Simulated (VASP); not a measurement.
Wanted: the native input for a VASP 6.6.1 run.

```
Task                   : single point
Functional             : PBE
Potentials or basis    : VASP PAW PBE potentials, release 64 (Cu)
Cutoff                 : 520 eV
k mesh                 : 17 × 17 × 16
Occupations            : fermi-dirac, width 0.05 eV
Spin                   : no spin polarisation
Dipole correction      : no
Further INCAR settings : ALGO = Normal; EDIFF = 1e-06; NBANDS = 12
```

The structure of Cu lies in POSCAR:

```
Cu
1.0
    2.4898065854      0.0000000000      0.0000000000
   -1.2449032927      2.1562357535      0.0000000000
    0.0000000000      0.0000000000      2.4235189835
Cu
1
Direct
    0.0000000000      0.0000000000      0.0000000000
```

One way to write it, as run:

INCAR

```
  ALGO = Normal
  EDIFF = 1E-6
  ENCUT = 520
  GGA = PE
  ISIF = 2
  ISMEAR = -1
  LASPH = T
  LCHARG = T
  LELF = T
  LREAL = F
  LVHAR = T
  LWAVE = F
  NBANDS = 12
  NELM = 100
  PREC = Accurate
  SIGMA = 0.05
```

KPOINTS

```
k-points
0
Gamma
  17 17 16
```

Potentials or basis: VASP PAW PBE potentials, release 64 (Cu).

Command:

```sh
$ cat potpaw_PBE.64/Cu/POTCAR > POTCAR
$ mpirun -np 1 vasp_std > vasp.out
```

It gave:

```json
{
  "Pressure": "0.5 GPa"
}
```

It took 35 s on 1 thread of Intel(R) Xeon(R) Platinum 8375C CPU @ 2.90GHz (Ice Lake) (shared host), peak memory 0.15 GiB.
